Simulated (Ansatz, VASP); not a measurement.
## Pt in VASP and in Ansatz

```
Pt
1.0
     0.00000    2.12696    1.65903
     2.12696    0.00000    1.65903
     2.12696    2.12696    0.00000
Pt
1
Direct
  0.00000 0.00000 0.00000
```

Alike in both runs: task single point; functional PBE; k mesh 12 × 12 × 12; occupations gaussian, width 0.15 eV; no spin polarisation.

```csv
,VASP,Ansatz
version,VASP 6.6.1,Ansatz 0.2.0
potentials or method,"VASP PAW PBE potentials, release 64 (Pt), cutoff 520 eV","scalar-relativistic, plane waves, PAW"
valence electrons in the cell,10,18
```

|  | VASP | Ansatz | Ansatz less VASP |
| --- | --- | --- | --- |
| gap on the k mesh at the Fermi level (eV) | none | none | - |
| pressure (GPa) | 13.3 | 13.9 | +0.54 |
| traceless stress, the component that is largest in VASP (GPa) | 4.36 | 4.37 | +0.017 |

A gap of «none» marks a metal or a gap that the smearing closes. VASP's potentials hold 10 valence electrons a cell and Ansatz's 18, so a difference there can come from the potentials and not from the codes.

Neither program's run includes spin-orbit coupling.
